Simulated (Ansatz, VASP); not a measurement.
TiCo3: VASP beside Ansatz

File INCAR:

```
PREC = Accurate ; ENCUT = 520
EDIFF = 1E-6 ; ISMEAR = 0
SIGMA = 0.2 ; LREAL = F
LASPH = T ; NELM = 150
ALGO = Normal ; ISIF = 2
LWAVE = F ; LCHARG = F
ISPIN = 2 ; MAGMOM = 0 0.26 0.26 0.26
LORBIT = 11 ; LMAXMIX = 4
GGA = PS ; NBANDS = 32
```

Contents of KPOINTS:

```
regular mesh
0
Gamma
  12 12 12
```

POSCAR

```
TiCo3
1.0
    3.5287351136      0.0000000000      0.0000000000
    0.0000000000      3.5287351136      0.0000000000
    0.0000000000      0.0000000000      3.5287351136
Ti Co
1 3
Direct
    0.0000000000      0.0000000000      0.0000000000
    0.0000000000      0.5000000000      0.5000000000
    0.5000000000      0.0000000000      0.5000000000
    0.5000000000      0.5000000000      0.0000000000
```

Input for Ansatz:

```yaml
crystal:
  lattice:
    - [3.5287351136, 0.0, 0.0]
    - [0.0, 3.5287351136, 0.0]
    - [0.0, 0.0, 3.5287351136]
  atoms:
    - { symbol: Ti, position: [0.0, 0.0, 0.0] }
    - { symbol: Co, position: [0.0, 0.5, 0.5], spin: 0.26 }
    - { symbol: Co, position: [0.5, 0.0, 0.5], spin: 0.26 }
    - { symbol: Co, position: [0.5, 0.5, 0.0], spin: 0.26 }
basis:
  ecutwfc: 420
kpoints:
  mp_grid: { grid: [12, 12, 12] }
hamiltonian:
  xc: pbesol
scf:
  occupations: { method: gaussian, width: 0.2 }
  n_extra_bands: 16
output:
  eigenvalues: true
  populations: true
  optics: { e_range: [0, 14], sigma: 0.1, nscf_kmesh: { grid: [20, 20, 20] } }
magnetization:
  spin_polarized: true
checkpoint:
  read: start.run
  write: ck
  compress: false
  write_wavefunctions: false
  write_every: 100000
```

Alike in both runs: task single point; functional PBEsol; k mesh 12 × 12 × 12; occupations gaussian, width 0.2 eV; collinear spin.

|  | VASP | Ansatz |
| --- | --- | --- |
| version | VASP 6.6.1 | Ansatz 0.2.0 |
| potentials or method | VASP PAW PBE potentials, release 64 (Ti_sv, Co), cutoff 520 eV | scalar-relativistic, plane waves, PAW |
| valence electrons in the cell | 39 | 63 |

```csv
,VASP,Ansatz,Ansatz less VASP
gap on the k mesh at the Fermi level (eV),none,none,-
net moment per atom (μB),0.15,0.15,+0.003
size of the moment on the site where the two differ most (μB),0.22,0.23,+0.009
```

VASP's potentials were made for PBE, not for PBEsol. Site moments also hang on the region over which each program counts them. A gap of «none» marks a metal or a gap that the smearing closes. VASP's potentials hold 39 valence electrons a cell and Ansatz's 63, so a difference there can come from the potentials and not from the codes. Ansatz's warnings: optics on partly filled bands, stability check not made.
